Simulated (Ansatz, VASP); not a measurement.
# Os: VASP beside Ansatz

```
Os
1.0
     0.00000    1.94500    1.94500
     1.82830    0.00000    1.94500
     1.82830    1.94500    0.00000
Os
1
Direct
  0.00000 0.00000 0.00000
```

Change from the starting cell: strain -0.0600 x Voigt [1, 0, 0, 0, 0, 0], atoms carried along.

Alike in both runs: task single point; functional r2SCAN; k mesh 20 × 20 × 20; occupations gaussian, width 0.15 eV; no spin polarisation.

|  | VASP | Ansatz |
| --- | --- | --- |
| version | VASP 6.6.1 | Ansatz 0.2.0 |
| potentials or method | VASP PAW PBE potentials, release 64 (Os), cutoff 520 eV | scalar-relativistic, plane waves, PAW |
| valence electrons in the cell | 8 | 16 |

VASP gave:

| Property | Result |
| --- | --- |
| gap on the k mesh at the Fermi level (eV) | none |
| pressure (GPa) | 9.5 |
| traceless stress, the component that is largest in VASP (GPa) | 15.99 |

What did Ansatz give for the same quantities?

gap on the k mesh at the Fermi level (eV): none; pressure (GPa): 8.2; traceless stress, the component that is largest in VASP (GPa): 16.08.

VASP's potentials were made for PBE, not for r2SCAN. A gap of «none» marks a metal or a gap that the smearing closes. VASP's potentials hold 8 valence electrons a cell and Ansatz's 16, so a difference there can come from the potentials and not from the codes.

Spin-orbit coupling is off throughout.
